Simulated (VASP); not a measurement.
# C: single point with PBE

The system is C.

```
CELL_PARAMETERS angstrom
1.78340 -1.78340 0.00000
1.78340 0.00000 -1.78340
7.56661 7.56661 7.56661
ATOMIC_POSITIONS crystal
C 0.66667 0.66667 0.25537
C 0.00000 0.00000 0.09824
C 0.33333 0.33333 0.41249
C 0.66667 0.66667 0.72675
C 0.00000 0.00000 0.56962
C 0.33333 0.33333 0.88388
C 0.66667 0.66667 0.37321
C 0.00000 0.00000 0.21608
C 0.33333 0.33333 0.53034
C 0.66667 0.66667 0.84460
C 0.00000 0.00000 0.68747
C 0.33333 0.33333 0.05895
```

This cell differs from its parent crystal: the distance across one plane changed.

```yaml
Program: VASP 6.6.1
Task: single point
Functional: PBE
Potentials_or_basis: VASP PAW PBE potentials, release 64 (C)
Cutoff: 520 eV
k_mesh: 10 × 10 × 2
Occupations: gaussian, width 0.05 eV
Spin: no spin polarisation
Dipole_correction: no
Further_INCAR_settings: ALGO = Normal; EDIFF = 1e-07; NBANDS = 36
```

```yaml
Pressure: -5.5 GPa
Largest_force: 2.883 eV/Å
Band_gap_on_the_k_mesh: 1.99 eV (least direct gap 2.60 eV)
```

Forces on the atoms (eV/Å):
```
C   -0.055 -0.055 -0.055
C   -1.664 -1.664 -1.664
C   -0.007 -0.007 -0.007
C   -0.214 -0.214 -0.214
C   -0.018 -0.018 -0.018
C    0.350  0.350  0.350
C    0.018  0.018  0.018
C    0.214  0.214  0.214
C    0.007  0.007  0.007
C    1.664  1.664  1.664
C    0.055  0.055  0.055
C   -0.350 -0.350 -0.350
```

Stress tensor (GPa, compression positive):
```
-5.50 -6.10 -6.10
-6.10 -5.50 -6.10
-6.10 -6.10 -5.50
```

Levels at points of the mesh, in eV from the valence-band top:
```csv
k point,band 21,band 22,band 23,band 24,band 25,band 26,band 27,band 28
"(0.00, 0.00, 0.00)",-0.77,-0.35,-0.35,0.00,2.60,5.58,5.58,6.34
"(0.50, 0.00, 0.00)",-4.16,-3.72,-3.20,-1.91,1.99,4.57,4.83,5.53
"(0.00, 0.00, 0.50)",-0.65,-0.65,-0.42,-0.42,2.98,5.62,5.62,6.09
"(0.50, 0.00, 0.50)",-3.82,-3.57,-3.27,-2.05,2.06,4.60,4.84,5.54
```

Wall time 2.4 min on 1 thread of Intel Xeon 8259CL (shared host), peak memory 0.2 GiB.

Caveat: the cell differs from its parent crystal (the distance across one plane changed); the cell stands under tension; forces of over 1 eV/Å act on the atoms, so gaps and moduli don't describe the material at rest. A k mesh can miss the band edges.
